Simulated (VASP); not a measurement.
# Rh: relaxation of cell and atoms with r2SCAN

Crystal: Rh.

```xyz
2
Lattice="2.6800 0.0000 0.0000 -1.3400 2.3209 0.0000 0.0000 0.0000 4.3764" Properties=species:S:1:pos:R:3 pbc="T T T"
Rh    0.0000    1.5473    1.0941
Rh    1.3400    0.7736    3.2823
```

This isn't the form of Rh at room conditions, which is fcc.

```
Program                : VASP 6.6.1
Task                   : relaxation of cell and atoms
Functional             : r2SCAN
Potentials or basis    : VASP PAW PBE potentials, release 64 (Rh_pv)
Cutoff                 : 600 eV
k mesh                 : 10 × 10 × 5
Occupations            : gaussian, width 0.1 eV
Spin                   : no spin polarisation
Target pressure        : 40 GPa
Dipole correction      : no
Further INCAR settings : ALGO = Normal; EDIFF = 1e-06; IBRION = 2; EDIFFG = -0.02; NSW = 80; ISIF = 3
```

The relaxed volume is 12.41 Å³/atom. The relaxed cell is a = 2.601 Å, b = 2.601 Å, c = 4.235 Å, α = 90.00°, β = 90.00°, γ = 120.00° and the space group after relaxing (to 0.1 Å) is P6_3/mmc (No. 194). The energy change on relaxing (the run minimises the enthalpy) is +154.4 meV/atom and the ionic steps are 9. The pressure after relaxing is 39.8 GPa and the band gap on the k mesh is zero (bands 15 and 16 overlap by 2.78 eV).

Step by step:
```tsv
step	energy change (eV)	largest force (eV/Å)	pressure (GPa)	volume (Å³)
1	0.0000	0.0000	4.47	27.22
2	9.4324	0.0000	453.10	16.98
3	0.2257	0.0000	33.18	25.18
4	0.2743	0.0000	37.16	24.96
5	0.3114	0.0000	40.03	24.81
6	0.2999	0.0000	39.11	24.85
7	0.3008	0.0000	39.20	24.85
8	0.3006	0.0000	39.21	24.85
9	0.3088	0.0000	39.85	24.82
```

Final structure:
```yaml
crystal:
  lattice:
    - [2.60111, 0.00000, 0.00000]
    - [-1.30056, 2.25263, 0.00000]
    - [0.00000, 0.00000, 4.23542]
  atoms:
    - { symbol: Rh, position: [0.33333, 0.66667, 0.25000] }
    - { symbol: Rh, position: [0.66667, 0.33333, 0.75000] }
```

Levels at points of the mesh, in eV from the Fermi level:
| k point | band 12 | band 13 | band 14 | band 15 | band 16 | band 17 | band 18 | band 19 |
| --- | --- | --- | --- | --- | --- | --- | --- | --- |
| (0.00, 0.00, 0.00) | -3.10 | -3.10 | -2.30 | -2.30 | 0.15 | 0.15 | 0.70 | 10.09 |
| (0.50, 0.00, 0.00) | -2.73 | -2.51 | 0.55 | 0.74 | 0.92 | 3.59 | 6.06 | 11.74 |

Wall time 4.5 min on 1 thread of Intel(R) Xeon(R) 6975P-C (Granite Rapids), on a shared host, peak memory 0.19 GiB.

Caveat: the cell is relaxed towards a set pressure, so the run minimises the enthalpy, not the energy; the PAW data sets were made with another functional, which shifts forces and pressure a little.
